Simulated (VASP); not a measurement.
**Se: single point with PBE+D3(BJ)**

Se:

```
Se
1.0
     4.29460    0.00000    0.00000
    -2.14730    3.71923    0.00000
     0.00000    0.00000    4.60123
Se
3
Direct
  0.23198 0.00000 0.33333
  0.00000 0.23198 0.66667
  0.76802 0.76802 0.00000
```

This cell differs from its parent crystal: atoms shifted along a free coordinate, c/a of the conventional cell at fixed volume 1.0714.

```json
{
 "Program": "VASP 6.6.1",
 "Task": "single point",
 "Functional": "PBE",
 "Dispersion": "D3(BJ)",
 "Potentials or basis": "VASP PAW PBE potentials, release 64 (Se)",
 "Cutoff": "520 eV",
 "k mesh": "9 × 9 × 8",
 "Occupations": "gaussian, width 0.05 eV",
 "Spin": "no spin polarisation"
}
```

```
Pressure                   : 7.9 GPa
Largest force              : 1.330 eV/Å
Band gap on the k mesh     : 0.70 eV (least direct gap 1.72 eV)
Dispersion energy per atom : -0.354 eV
```

Forces in eV/Å, atoms in the order of the input:
```
Se   1.330  0.000  0.000
Se  -0.665  1.152  0.000
Se  -0.665 -1.152  0.000
```

Stress tensor (GPa, compression positive):
```
 5.47  0.00  0.00
 0.00  5.47  0.00
 0.00  0.00 12.73
```

Levels at points of the mesh, in eV from the valence-band top:
| k point | band 5 | band 6 | band 7 | band 8 | band 9 | band 10 | band 11 | band 12 | band 13 | band 14 |
| --- | --- | --- | --- | --- | --- | --- | --- | --- | --- | --- |
| (0.00, 0.00, 0.00) | -4.30 | -4.30 | -2.69 | -2.69 | -0.76 | 1.70 | 1.98 | 1.98 | 6.22 | 6.22 |
| (0.00, 0.00, 0.50) | -4.05 | -4.05 | -2.22 | -2.22 | -1.28 | 0.70 | 0.70 | 1.22 | 6.27 | 6.55 |

Wall time 94 s on 1 thread of Intel Xeon 8259CL, on a shared host, peak memory 0.24 GiB.

Caveat: the stress differs along the axes, from 5 to 13 GPa; semilocal functionals underestimate gaps, and a narrow one can read as zero; forces of over 1 eV/Å act on the atoms, so gaps and moduli don't describe the material at rest. A k mesh can miss the band edges.
